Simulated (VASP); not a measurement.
# HfB2: single point with PBE

The system is HfB2.

```
CELL_PARAMETERS angstrom
3.14532 0.00000 0.00000
-1.57266 2.72393 0.00000
0.00000 0.00000 3.48842
ATOMIC_POSITIONS crystal
Hf 0.00000 0.00000 0.00000
B 0.33333 0.66667 0.50000
B 0.66667 0.33333 0.50000
```

```
Program             : VASP 6.6.1
Task                : single point
Functional          : PBE
Potentials or basis : VASP PAW PBE potentials, release 64 (Hf_pv, B)
Cutoff              : 520 eV
k mesh              : 13 × 13 × 10
Occupations         : fermi-dirac, width 0.05 eV
Spin                : no spin polarisation
```

The pressure is -0.5 GPa and the band gap on the k mesh is zero (bands 8 and 9 overlap by 1.04 eV).

Stress tensor (GPa, compression positive):
```
-0.54  0.00  0.00
 0.00 -0.54  0.00
 0.00  0.00 -0.34
```

Levels at points of the mesh, in eV from the Fermi level:
```tsv
k point	band 6	band 7	band 8	band 9	band 10	band 11
(0.00, 0.00, 0.00)	-3.01	-3.01	-2.92	3.86	3.86	4.49
(0.00, 0.00, 0.50)	-1.32	-1.32	0.19	0.19	0.87	0.87
```

Wall time 31 s on 1 thread of AMD EPYC 9R14 (Zen 4), on a shared host, peak memory 0.15 GiB.

Caveat: spin-orbit coupling is left out, which moves the levels of the heavy elements.
